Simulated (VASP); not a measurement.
Input of a VASP 6.6.1 run:

Contents of INCAR:

```
ALGO = Normal
EDIFF = 1E-6
EDIFFG = -0.02
ENCUT = 600
GGA = PE
IBRION = 2
ISIF = 4
ISMEAR = 0
IVDW = 13
LASPH = T
LCHARG = F
LREAL = F
LWAVE = F
NELM = 100
NSW = 60
PREC = Accurate
SIGMA = 0.05
```

The input KPOINTS:

```
k-points
0
Gamma
  8 8 8
```

Contents of POSCAR:

```
HfB2
1.0
    3.1433302003      0.0000000000      0.0000000000
   -1.5716651001      2.7222038059      0.0000000000
    0.0000000000      0.0000000000      3.4726475530
Hf B
1 2
Direct
    0.0000000000      0.0000000000      0.0000000000
    0.3333333333      0.6666666667      0.5000000000
    0.6666666667      0.3333333333      0.5000000000
```

Potentials or basis: VASP PAW PBE potentials, release 64 (Hf_pv, B).

Run with:

```sh
$ cat potpaw_PBE.64/Hf_pv/POTCAR potpaw_PBE.64/B/POTCAR > POTCAR
$ mpirun -np 1 vasp_std > vasp.out
```

Question: Predict the dispersion energy per atom.

Answer: -0.309 eV.

Question: What does it give for the band gap on the k mesh?

Answer: Zero (band 8 reaches 8.19 eV, above the bottom of band 9 at 7.67 eV).

The path:
| step | energy change (eV) | largest force (eV/Å) | pressure (GPa) | volume (Å³) |
| --- | --- | --- | --- | --- |
| 1 | 0.0000 | 0.0000 | -4.89 | 29.71 |
| 2 | -0.0003 | 0.0000 | -4.98 | 29.71 |

Caveat: spin-orbit coupling is left out, which moves the levels of the heavy elements; pairwise dispersion overbinds metals, which lowers pressure and volume.
